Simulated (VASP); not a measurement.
Here is a VASP 6.6.1 calculation.

File INCAR:

```
  PREC = Accurate
  ENCUT = 500
  EDIFF = 1E-6
  ISMEAR = 0
  SIGMA = 0.27211386245988
  LREAL = False
  LASPH = True
  NELM = 120
  ALGO = Normal
  ISIF = 2
  LWAVE = False
  LCHARG = False
  GGA = PE
  NBANDS = 12
  GGA_COMPAT = False
```

The input KPOINTS:

```
regular mesh
0
Gamma
  5 5 5
```

Contents of POSCAR:

```
Hg
1.0
    2.2339762741     -2.0458582601      0.0000000000
    2.2339762741      2.0458582601      0.0000000000
   -0.3487351701      0.0000000000      3.0398006871
Hg
1
Direct
    0.5000000000      0.5000000000      0.5000000000
```

Potentials or basis: VASP PAW PBE potentials, release 64 (Hg).

Command:

```console
$ cat potpaw_PBE.64/Hg/POTCAR > POTCAR
$ mpirun -np 1 vasp_std > vasp.out
```

**Question.** Predict the pressure.

**Answer.** 1.2 GPa.

**Question.** Predict the band gap on the k mesh.

**Answer.** Zero (band 6 reaches 2.62 eV, above the bottom of band 7 at 1.83 eV).

Stress tensor (GPa, compression positive):
```
0.90 0.00 0.25
0.00 1.51 0.00
0.25 0.00 1.26
```

Caveat: the k points lie up to 0.42 Å⁻¹ apart; spin-orbit coupling is left out, which moves the levels of the heavy elements.
